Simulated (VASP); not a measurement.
# Si16HC16 (a cell with a defect) (H interstitial hop between voids) in VASP: further runs

Si16HC16 (a cell with a defect) (H interstitial hop between voids) is run at these levels: PBE; tasks: single point.

Program: VASP 6.6.1. These are calculated values, not measurements. Logs are shortened: lines on timing, memory, paths and dates and some standing lists are left out, and cuts for length are marked.

## Step 1: The cell of the first run

The cell holds a defect, 33 atoms: a = 7.586 Å, b = 7.586 Å, c = 7.586 Å, α = 109.47°, β = 109.47°, γ = 109.47°.

## Step 2: Single point, PBE

Input file INCAR:

```
SYSTEM = Si16HC16
PREC = Accurate
ENCUT = 520
EDIFF = 1E-6
ISMEAR = -1
SIGMA = 0.01
LREAL = Auto
LASPH = .True.
NELM = 120
ALGO = Normal
ISIF = 2
LWAVE = .False.
LCHARG = .True.
GGA = PE
LELF = .True.
LVHAR = .True.
NELECT = 130.0
NBANDS = 86
GGA_COMPAT = .False.
```

Input file KPOINTS:

```
regular mesh
0
Gamma
  1 1 1
  0 0 0
```

Input file POSCAR:

```
Si16HC16
1.0
   -4.3797050000      4.3797050000     -4.3797050000
    4.3797050000      4.3797050000      4.3797050000
    4.3797050000     -4.3797050000     -4.3797050000
Si C H
16 16 1
Direct
   -0.0039679613     -0.0031747572      0.7429751547
   -0.0045109203      0.2416840860      0.4976608014
   -0.0246759770      0.4978549925      0.2561616593
   -0.0033833329      0.7404888000     -0.0020776513
    0.2431182009     -0.0006062052      0.4985997915
    0.2471688162      0.2454427867      0.2484351115
    0.2543076531      0.4978732586     -0.0144303098
    0.2517215201      0.7541800190      0.7539023747
    0.4971103077     -0.0009641060      0.2440643833
    0.4948193999      0.2414276761     -0.0039180721
    0.4961885561      0.4979353632      0.7382984699
    0.4996954133      0.7504322780      0.5009589687
    0.7416788345     -0.0035258082     -0.0028315834
    0.7540837796      0.2554431177      0.7553846663
    0.7357356260      0.4979381031      0.4976246117
    0.7513125884      0.7544354015      0.2525804820
   -0.0061015525     -0.0056041446     -0.0048084289
   -0.0001473844      0.2485884323      0.7500383017
   -0.0073655646      0.4979175538      0.5044668534
   -0.0030124175      0.7481530149      0.2508700928
    0.2460922596     -0.0024651204      0.7472973636
    0.2446152195      0.2474115266      0.4958409299
    0.2533599866      0.4979893623      0.2512277653
    0.2492065105      0.7472598040     -0.0006186490
    0.4974301922      0.0014914247      0.4987245716
    0.4942337441      0.2467981291      0.2454546596
    0.5020542479      0.4979140148     -0.0060442427
    0.4951540115      0.7484792926      0.7464180807
    0.7464905741     -0.0016650665      0.2476977331
    0.7467615970      0.2476967056      0.0006121417
    0.7461843891      0.4979661872      0.7475940731
    0.7454176708      0.7490916626      0.4966142697
    0.1129077187      0.4989278958      0.1247897975
```

Potentials or basis: VASP PAW PBE potentials, release 64 (Si, C, H).

Run with:

```
$ cat potpaw_PBE.64/Si/POTCAR potpaw_PBE.64/C/POTCAR potpaw_PBE.64/H/POTCAR > POTCAR
$ mpirun -np 1 vasp_gam > vasp.out
```

OUTCAR:

```text
SYSTEM = Si16HC16
   PREC = Accurate
   ENCUT = 520
   EDIFF = 1E-6
   ISMEAR = -1
   LREAL = Auto
   LASPH = .True.
   NELM = 120
   ISIF = 2
   GGA = PE
   NELECT = 130.0

 ion  position               nearest neighbor table
   1  0.996  0.997  0.743-  18 1.88  32 1.88  21 1.88  17 1.92   2 3.04  16 3.04   5 3.04  12 3.07
                             8 3.09  10 3.09  15 3.09  14 3.10   7 3.10   6 3.13
   2  0.995  0.242  0.498-  29 1.88  22 1.88  18 1.89  19 1.93  16 3.02   7 3.02   5 3.03   1 3.04
                             9 3.09   3 3.09  14 3.09  13 3.10   6 3.10  11 3.10
   3  0.975  0.498  0.256-  33 1.67  19 1.84  30 1.87  20 1.87  23 2.12  15 2.98  10 2.98  16 2.98
                             2 3.09   8 3.09  14 3.11   4 3.11  13 3.11   5 3.11
   4  0.997  0.740  0.998-  31 1.88  24 1.90  20 1.90  17 1.94  14 3.00   8 3.09  16 3.10  15 3.10
                             9 3.10  11 3.10   7 3.10   5 3.10   3 3.11   6 3.13
   5  0.243  0.999  0.499-  21 1.88  20 1.88  22 1.88  25 1.92   2 3.03   1 3.04  16 3.05   6 3.07
                            10 3.08  11 3.09   8 3.10   4 3.10   3 3.11  12 3.13
   6  0.247  0.245  0.248-  22 1.88  26 1.88  23 1.89  17 1.92  15 3.03  11 3.03   5 3.07   9 3.07
                            10 3.10   2 3.10   4 3.13  12 3.13   1 3.13  13 3.13
   7  0.254  0.498  0.986-  33 1.74  27 1.86  18 1.87  24 1.87  23 2.02   2 3.02   8 3.02  11 3.03
                            10 3.08  16 3.08  14 3.10   4 3.10   1 3.10   9 3.11
   8  0.252  0.754  0.754-  21 1.88  28 1.88  24 1.89  19 1.93  10 3.02   7 3.02  13 3.03   9 3.04
                             1 3.09   3 3.09   4 3.09   5 3.10  12 3.10  11 3.10
   9  0.497  0.999  0.244-  24 1.88  26 1.88  29 1.88  25 1.92   8 3.04  10 3.04  13 3.04   6 3.07
[... 6 lines left out ...]
                            16 3.10   8 3.10   6 3.13  14 3.13   9 3.13   5 3.13
  13  0.742  0.996  0.997-  29 1.88  30 1.88  28 1.88  17 1.92   8 3.03   9 3.04  10 3.05  12 3.07
                            16 3.08  11 3.09   2 3.10  14 3.10   3 3.11   6 3.13
  14  0.754  0.255  0.755-  31 1.88  18 1.90  30 1.90  25 1.94   4 3.00   2 3.09  10 3.10  15 3.10
                            11 3.10   1 3.10   7 3.10  13 3.10   3 3.11  12 3.13
  15  0.736  0.498  0.498-  31 1.87  32 1.88  26 1.88  19 1.93  11 2.97   3 2.98  12 3.03   6 3.03
                             1 3.09   9 3.09  14 3.10   4 3.10  16 3.11  10 3.11
  16  0.751  0.754  0.253-  29 1.88  32 1.88  20 1.88  27 1.93   3 2.98   2 3.02   1 3.04   5 3.05
                             7 3.08  13 3.08   9 3.09  12 3.10   4 3.10  15 3.11
  17  0.994  0.994  0.995-   6 1.92  13 1.92   1 1.92   4 1.94
  18  1.000  0.249  0.750-   7 1.87   1 1.88   2 1.89  14 1.90
  19  0.993  0.498  0.504-   3 1.84  15 1.93   2 1.93   8 1.93
  20  0.997  0.748  0.251-   3 1.87  16 1.88   5 1.88   4 1.90
  21  0.246  0.998  0.747-  10 1.88   8 1.88   5 1.88   1 1.88
  22  0.245  0.247  0.496-   6 1.88   2 1.88  11 1.88   5 1.88
  23  0.253  0.498  0.251-  33 1.18  12 1.89   6 1.89   7 2.02   3 2.12
  24  0.249  0.747  0.999-   7 1.87   9 1.88   8 1.89   4 1.90
  25  0.497  0.001  0.499-  12 1.92   5 1.92   9 1.92  14 1.94
  26  0.494  0.247  0.245-   6 1.88  10 1.88   9 1.88  15 1.88
  27  0.502  0.498  0.994-   7 1.86  11 1.93  10 1.93  16 1.93
  28  0.495  0.748  0.746-  12 1.88   8 1.88  11 1.88  13 1.88
  29  0.746  0.998  0.248-  16 1.88   2 1.88  13 1.88   9 1.88
  30  0.747  0.248  0.001-   3 1.87  10 1.88  13 1.88  14 1.90
  31  0.746  0.498  0.748-  15 1.87  11 1.87  14 1.88   4 1.88
  32  0.745  0.749  0.497-  12 1.88  16 1.88   1 1.88  15 1.88
  33  0.113  0.499  0.125-  23 1.18   3 1.67   7 1.74

  LATTYP: Found a body centered cubic cell.
 ALAT       =     8.7594100000
[... 195 lines left out ...]
   LORBIT       =      0    0 simple, 1 ext, 2 COOP (PROOUT), +10 PAW based schemes
   GGA     = PE    functional components
   LHFCALC =     F    Hartree Fock is set to
   AEXX    =    0.0000 exact exchange contribution
   IVDW    =     0    specifies the selected vdW correction
   LEPSILON=     F    determine dielectric tensor
   LRPA    =     F    only Hartree local field effects (RPA)
 non-spin polarized calculation
  energy-cutoff  :      520.00
  volume of cell :      336.04
 maximum number of plane-waves:      4475
   NGX = 29   NGY = 29   NGZ = 29

 number of electron     129.9999999 magnetization

 Free energy of the ion-electron system (eV)
  ---------------------------------------------------
  ext. energy  EPLUGINS =         0.00000000
  ---------------------------------------------------
  free energy    TOTEN  =      -229.43844411 eV

  energy without entropy =     -229.43844406  energy(sigma->0) =     -229.43844409

 E-fermi :   9.0076     XC(G=0): -11.3550

 val. band max:        8.8436133488   @ k =   0.0000   0.0000   0.0000
 cond. band min:       9.1715043614   @ k =   0.0000   0.0000   0.0000
 fundamental gap:      0.3278910126
 Fermi energy:         9.0075603095

 k-point     1 :       0.0000    0.0000    0.0000
  band No.  band energies     occupation
      1      -7.5215      2.00000
      2      -5.6410      2.00000
      3      -4.5908      2.00000
      4      -4.4735      2.00000
      5      -4.4689      2.00000
      6      -4.4056      2.00000
[... 69 lines left out ...]
     76      13.3722      0.00000
     77      13.3731      0.00000
 [bands above 77 left out]

------------------------ aborting loop because EDIFF is reached ----------------------------------------

  FORCE on cell =-STRESS in cart. coord.  units (eV):
  Direction    XX          YY          ZZ          XY          YZ          ZX
  --------------------------------------------------------------------------------------
  -------------------------------------------------------------------------------------
  Total       17.3669749     17.3764927     13.8948284     -3.2551027     -0.2886855      0.2881063
  in kB       82.8018788     82.8472573     66.2474555    -15.5196065     -1.3763884      1.3736270
  external PRESSURE =      77.2988639 kB  Pullay stress =       0.0000000 kB

 VOLUME and BASIS-vectors are now :
 -----------------------------------------------------------------------------
  energy-cutoff  :      520.00
  volume of cell :      336.04
      direct lattice vectors                 reciprocal lattice vectors
    -4.379705000  4.379705000 -4.379705000     0.000000000  0.114162940 -0.114162940
     4.379705000  4.379705000  4.379705000     0.114162940  0.114162940  0.000000000
     4.379705000 -4.379705000 -4.379705000     0.114162940  0.000000000 -0.114162940

 POSITION                                       TOTAL-FORCE (eV/Angst)
 -----------------------------------------------------------------------------------
      3.25749      5.47412     -3.25054        -0.014246     -0.001640     -0.012690
     -1.12184      3.23885     -5.48105        -0.011946     -0.035635     -0.019840
     -0.96926      5.33018     -3.21309        -0.196891      0.197372     -0.192123
      3.24884      3.23740     -5.49237        -0.011962     -0.041411     -0.032397
      5.49598      3.25812      1.12854         0.025673     -0.026522     -0.016538
      1.08051      1.06942     -1.09563         0.044753      0.005474      0.005480
[... 25 lines left out ...]
      2.19112      4.37049     -2.15893         0.006847     -0.024148     -0.003899
      2.23720      2.13312      1.14411        -0.216865      0.209178      0.743253
 -----------------------------------------------------------------------------------
    total drift:                                0.007187      0.080122     -0.092576

  FREE ENERGIE OF THE ION-ELECTRON SYSTEM (eV)
  ---------------------------------------------------
  free  energy   TOTEN  =      -229.4384441132 eV

  energy  without entropy=     -229.4384440604  energy(sigma->0) =     -229.43844409
```

OSZICAR:

```text
N       E                     dE             d eps       ncg     rms          rms(c)
DAV:   1     0.892183523577E+03    0.89218E+03   -0.67362E+04   172   0.144E+03
DAV:   2    -0.149077895150E+03   -0.10413E+04   -0.96775E+03   256   0.284E+02
DAV:   3    -0.257272998899E+03   -0.10820E+03   -0.10692E+03   216   0.890E+01
DAV:   4    -0.260107721052E+03   -0.28347E+01   -0.28269E+01   200   0.156E+01
DAV:   5    -0.260166033231E+03   -0.58312E-01   -0.58291E-01   208   0.245E+00    0.351E+01
DAV:   6    -0.230373137555E+03    0.29793E+02   -0.10243E+02   192   0.238E+01    0.155E+01
DAV:   7    -0.229567329946E+03    0.80581E+00   -0.92459E+00   216   0.765E+00    0.699E+00
DAV:   8    -0.229444454891E+03    0.12288E+00   -0.62130E-01   200   0.220E+00    0.174E+00
DAV:   9    -0.229435995955E+03    0.84589E-02   -0.86645E-02   200   0.882E-01    0.329E-01
DAV:  10    -0.229437777136E+03   -0.17812E-02   -0.10617E-02   200   0.301E-01    0.198E-01
DAV:  11    -0.229438362991E+03   -0.58585E-03   -0.12984E-03   192   0.118E-01    0.788E-02
DAV:  12    -0.229438436833E+03   -0.73843E-04   -0.29133E-04   232   0.554E-02    0.260E-02
DAV:  13    -0.229438440630E+03   -0.37962E-05   -0.40041E-05   208   0.196E-02    0.801E-03
DAV:  14    -0.229438443422E+03   -0.27921E-05   -0.45554E-06   184   0.616E-03    0.318E-03
DAV:  15    -0.229438444113E+03   -0.69152E-06   -0.60252E-07   112   0.254E-03
   1 F= -.22943844E+03 E0= -.22943844E+03  d E =-.527728E-07
```

It took 34 s on 1 thread of AMD EPYC 9R45 (Zen 5), shared host; peak memory 0.36 GiB.

What came out:

```yaml
Free_energy: -229.4384 eV
Largest_force: 0.802 eV/Å
```

Forces in eV/Å, atoms in the order of the input:
```
Si  -0.014 -0.002 -0.013
Si  -0.012 -0.036 -0.020
Si  -0.197  0.197 -0.192
Si  -0.012 -0.041 -0.032
Si   0.026 -0.027 -0.017
Si   0.045  0.005  0.005
Si   0.041 -0.042 -0.016
Si   0.028  0.010 -0.021
Si  -0.002  0.015 -0.017
Si  -0.011 -0.020 -0.026
Si  -0.002  0.003 -0.026
Si  -0.005 -0.047  0.001
Si   0.023 -0.026 -0.013
Si   0.035  0.007 -0.031
Si   0.022 -0.020 -0.003
Si   0.016  0.006 -0.027
C    0.010 -0.005 -0.024
C   -0.015 -0.021 -0.028
C    0.001  0.001 -0.013
C   -0.004 -0.020 -0.039
C    0.012 -0.001 -0.030
C    0.017 -0.013 -0.026
C    0.098 -0.084  0.041
C    0.012  0.010 -0.017
C    0.004 -0.006 -0.025
C    0.028 -0.001 -0.007
C    0.019 -0.018 -0.024
C    0.013 -0.013 -0.023
C    0.008 -0.006 -0.030
C    0.021  0.007 -0.038
C    0.005  0.002 -0.009
C    0.007 -0.024 -0.004
H   -0.217  0.209  0.743
```

Levels at points of the mesh, in eV from the Fermi level:
| k point | band 61 | band 62 | band 63 | band 64 | band 65 | band 66 | band 67 | band 68 | band 69 | band 70 |
| --- | --- | --- | --- | --- | --- | --- | --- | --- | --- | --- |
| (0.00, 0.00, 0.00) | -2.03 | -1.16 | -1.02 | -0.98 | -0.16 | 0.16 | 0.47 | 3.06 | 3.11 | 3.12 |

Caveat: the k points lie up to 1.01 Å⁻¹ apart; the cell carries a net charge on a neutralising background, which shifts energy and pressure; the cell is charged against a uniform background, so pressure and absolute levels hang on convention.

(Part 1 of 2 ends here.)
